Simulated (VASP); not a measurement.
Wanted: the native input for a VASP 6.6.1 run.

```yaml
Task: single point
Functional: PBE
Potentials_or_basis: VASP PAW PBE potentials, release 64 (Zr_sv, C)
Cutoff: 520 eV
k_mesh: 12 × 12 × 12
Occupations: gaussian, width 0.05 eV
Spin: no spin polarisation
Dipole_correction: no
Further_INCAR_settings: ALGO = Normal; EDIFF = 1e-06; NBANDS = 15
```

The structure of ZrC lies in POSCAR:

```
ZrC
1.0
    3.2695327460      0.0000000000      0.0000000000
   -1.6347663730      2.8314984165      0.0000000000
    0.0000000000      0.0000000000      2.9397343753
Zr C
1 1
Direct
    0.0000000000      0.0000000000      0.0000000000
    0.7278374869      0.3333333333      0.5000000000
```

This cell differs from its parent crystal: atom 2 (C) moved 0.2 Å along x.

The input as run:

INCAR

```
ALGO     = Normal         # electronic algorithm
EDIFF    = 1E-6           # SCF threshold, eV
ENCUT    = 520            # plane-wave cutoff, eV
GGA      = PE             # functional
ISIF     = 2              # what is computed and relaxed
ISMEAR   = 0              # smearing method
LASPH    = True           # aspherical terms in the spheres
LCHARG   = True           # write CHGCAR
LELF     = True           # ELF
LREAL    = False          # projectors in reciprocal space
LVHAR    = True         
LWAVE    = False          # write WAVECAR
NBANDS   = 15             # bands
NELM     = 60             # most SCF steps
PREC     = Accurate       # precision mode
SIGMA    = 0.05           # smearing width, eV
```

KPOINTS

```
k-points
0
Gamma
  12 12 12
```

Potentials or basis: VASP PAW PBE potentials, release 64 (Zr_sv, C).

Run with:

```console
$ cat potpaw_PBE.64/Zr_sv/POTCAR potpaw_PBE.64/C/POTCAR > POTCAR
$ mpirun -np 1 vasp_std > vasp.out
```

Results of the run:

The pressure is 2.8 GPa. The largest force is 1.039 eV/Å. The band gap on the k mesh is zero (bands 8 and 9 overlap by 0.77 eV).

Caveat: the cell differs from its parent crystal (atom 2 (C) moved 0.2 Å along x); the stress differs along the axes, from 0 to 8 GPa; forces of over 1 eV/Å act on the atoms, so gaps and moduli don't describe the material at rest.

Wall time 3.3 min on 1 thread of Intel Xeon 8259CL, with other jobs on the host, peak memory 0.32 GiB.
